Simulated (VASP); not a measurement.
Pb, 1 atom in the cell. The structure is cubic, space group Fm-3m (No. 225). The conventional cell has a = 4.025 Å, b = 4.025 Å, c = 4.025 Å, α = 90.00°, β = 90.00°, γ = 90.00°. Pb (site symmetry m-3m) has 12 Pb at 2.85 Å within 3.8 Å. 

```yaml
Program: VASP 6.6.1
Task: relaxation of cell and atoms
Functional: PBE
Potentials_or_basis: VASP PAW PBE potentials, release 64 (Pb_d)
Cutoff: 600 eV
k_mesh: 16 × 16 × 16
Occupations: fermi-dirac, width 0.08 eV
Spin: no spin polarisation
Target_pressure: 140 GPa
Dipole_correction: no
Further_INCAR_settings: ALGO = Normal; EDIFF = 1e-07; IBRION = 2; EDIFFG = -0.005; NSW = 32; ISIF = 3
```

Potentials or basis: VASP PAW PBE potentials, release 64 (Pb_d).

Launch:

```sh
$ cat potpaw_PBE.64/Pb_d/POTCAR > POTCAR
$ mpirun -np 1 vasp_std > vasp.out
```

Hardware: 1 thread of Intel(R) Xeon(R) 6975P-C (Granite Rapids), with other jobs on the host.

**Question.** How long does it take, and how much memory?

**Answer.** Run time: 19 s on 1 thread of Intel(R) Xeon(R) 6975P-C (Granite Rapids), with other jobs on the host, peak memory 0.16 GiB. Counts: scf iterations 27, k points 145, ion steps 3.
